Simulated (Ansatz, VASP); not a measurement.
# NiO2 in VASP and in Ansatz

The input INCAR:

```
PREC = Accurate
ENCUT = 520
EDIFF = 1E-6
ISMEAR = 0
SIGMA = 0.05
LREAL = F
LASPH = T
NELM = 80
ALGO = Normal
ISIF = 2
LWAVE = F
LCHARG = F
GGA = CA
NBANDS = 18
```

KPOINTS

```
regular mesh
0
Gamma
  12 12 6
```

The input POSCAR:

```
NiO2
1.0
    2.7627792314      0.0000000000      0.0000000000
   -1.3813896157      2.3926369995      0.0000000000
    0.0000000000      0.0000000000      4.2061363981
Ni O
1 2
Direct
    0.0000000000      0.0000000000      0.5000000000
    0.6666666667      0.3333333333      0.6829609091
    0.3333333333      0.6666666667      0.3170390909
```

Input for Ansatz:

```yaml
crystal:
  lattice:
    - [2.7627792314, 0.0, 0.0]
    - [-1.3813896157, 2.3926369995, 0.0]
    - [0.0, 0.0, 4.2061363981]
  atoms:
    - { symbol: Ni, position: [0.0, 0.0, 0.5] }
    - { symbol: O, position: [0.6666666667, 0.3333333333, 0.6829609091] }
    - { symbol: O, position: [0.3333333333, 0.6666666667, 0.3170390909] }
basis:
  ecutwfc: 520.0
kpoints:
  mp_grid: { grid: [12, 12, 6] }
hamiltonian:
  xc: lda
  pseudopotentials: { kind: paw }
scf:
  occupations: { method: gaussian, width: 0.05 }
output:
  forces: true
  stress: true
  eigenvalues: true
```

Alike in both runs: task single point; functional LDA; k mesh 12 × 12 × 6; occupations gaussian, width 0.05 eV; no spin polarisation.

|  | VASP | Ansatz |
| --- | --- | --- |
| version | VASP 6.6.1 | Ansatz 0.2.0 |
| potentials or method | VASP PAW LDA potentials, release 64 (Ni, O), cutoff 520 eV | scalar-relativistic, plane waves, PAW |
| valence electrons in the cell | 22 | 30 |

|  | VASP | Ansatz | Ansatz less VASP |
| --- | --- | --- | --- |
| gap on the k mesh at the Fermi level (eV) | 0.71 | 0.74 | +0.033 |
| least direct gap on the mesh (eV) | 1.28 | 1.34 | +0.055 |
| rms of the force components (eV/Å) | 1.654 | 1.616 | -0.0372 |

LDA's correlation is that of Perdew and Zunger in VASP and of Perdew and Wang (1992) in Ansatz. Atom by atom the forces differ by 0.037 eV/Å (rms over components). VASP's potentials hold 22 valence electrons a cell and Ansatz's 30, so a difference there can come from the potentials and not from the codes.
